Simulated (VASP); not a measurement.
# AgCl: electric field gradients with PBEsol

The system is AgCl.

```
Ag Cl
1.0
     0.00000    2.75454    2.75454
     2.75454    0.00000    2.75454
     2.75454    2.75454    0.00000
Ag Cl
1 1
Direct
  0.50000 0.50000 0.50000
  0.00000 0.00000 0.00000
```

This cell differs from its parent crystal: volume scaled by 0.98.

```yaml
Program: VASP 6.6.1
Task: electric field gradients
Functional: PBEsol
Potentials_or_basis: VASP PAW PBE potentials, release 64 (Ag, Cl)
Cutoff: 520 eV
k_mesh: 9 × 9 × 9
Occupations: fermi-dirac, width 0.01 eV
Spin: no spin polarisation
Dipole_correction: no
Further_INCAR_settings: ALGO = Normal; EDIFF = 1e-08; NBANDS = 16
```

```yaml
Pressure: -1.8 GPa
Band_gap_on_the_k_mesh: 0.77 eV, indirect (least direct gap 3.06 eV)
```

Levels at points of the mesh, in eV from the valence-band top:
| k point | band 5 | band 6 | band 7 | band 8 | band 9 | band 10 | band 11 | band 12 | band 13 | band 14 |
| --- | --- | --- | --- | --- | --- | --- | --- | --- | --- | --- |
| (0.00, 0.00, 0.00) | -2.47 | -2.47 | -2.37 | -2.37 | -2.37 | 0.77 | 10.79 | 10.79 | 10.79 | 12.10 |

Run time: 23 s on 1 thread of Intel(R) Xeon(R) Platinum 8375C CPU @ 2.90GHz (Ice Lake), with other jobs on the host, peak memory 0.18 GiB.

Caveat: without QUAD_EFG the Cq values of the log hold for a quadrupole moment of 1 mb, not for the nuclei; the PAW data sets were made with another functional, which shifts forces and pressure a little. A k mesh can miss the band edges.
